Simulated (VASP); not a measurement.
Here is a VASP 6.6.1 calculation.

Contents of INCAR:

```
ALGO     = Normal         # electronic algorithm
EDIFF    = 1E-6           # SCF threshold, eV
ENCUT    = 520            # plane-wave cutoff, eV
GGA      = PE             # functional
ISIF     = 2              # what is computed and relaxed
ISMEAR   = 0              # smearing method
LASPH    = T              # aspherical terms in the spheres
LCHARG   = T              # write CHGCAR
LELF     = T              # ELF
LREAL    = F              # projectors in reciprocal space
LVHAR    = T            
LWAVE    = F              # write WAVECAR
NBANDS   = 66             # bands
NELM     = 100            # most SCF steps
PREC     = Accurate       # precision mode
SIGMA    = 0.1            # smearing width, eV
```

KPOINTS

```
k-points
0
Gamma
  6 6 4
```

Contents of POSCAR:

```
Zn2CdO3
1.0
    5.2009691700      0.0000000000      0.0000000000
   -2.6004845900      4.5041714300      0.0000000000
    0.0000000000      0.0000000000      6.0614684100
Zn Cd O
4 2 6
Direct
    0.3333333300      0.6666666700      0.2500000000
    0.6666666700      0.3333333300      0.7500000000
    0.0000000000      0.0000000000      0.5000000000
    0.0000000000      0.0000000000      0.0000000000
    0.6666666700      0.3333333300      0.2500000000
    0.3333333300      0.6666666700      0.7500000000
    0.8096315900      0.6192631700      0.2500000000
    0.1903684100      0.3807368300      0.7500000000
    0.1903684100      0.8096315900      0.7500000000
    0.3807368300      0.1903684100      0.2500000000
    0.8096315900      0.1903684100      0.2500000000
    0.6192631700      0.8096315900      0.7500000000
```

Potentials or basis: VASP PAW PBE potentials, release 64 (Zn, Cd, O).

Launch:

```bash
$ cat potpaw_PBE.64/Zn/POTCAR potpaw_PBE.64/Cd/POTCAR potpaw_PBE.64/O/POTCAR > POTCAR
$ mpirun -np 1 vasp_std > vasp.out
```

**Question.** What does it give for the largest force?

**Answer.** 91.671 eV/Å.

**Question.** Predict the pressure.

**Answer.** 291.6 GPa.

Forces in eV/Å, atoms in the order of the input:
```
Zn    0.000   0.000   0.000
Zn    0.000   0.000   0.000
Zn    0.000   0.000   0.000
Zn    0.000   0.000   0.000
Cd    0.000   0.000   0.000
Cd    0.000   0.000   0.000
O     0.000  91.671   0.000
O     0.000 -91.671   0.000
O   -79.389  45.836   0.000
O   -79.389 -45.836   0.000
O    79.389 -45.836   0.000
O    79.389  45.836   0.000
```

Caveat: atoms lie so close that the PAW spheres overlap strongly, which falsifies energies and pressures; the stress differs along the axes, from 16 to 429 GPa; forces of over 1 eV/Å act on the atoms, so gaps and moduli don't describe the material at rest.
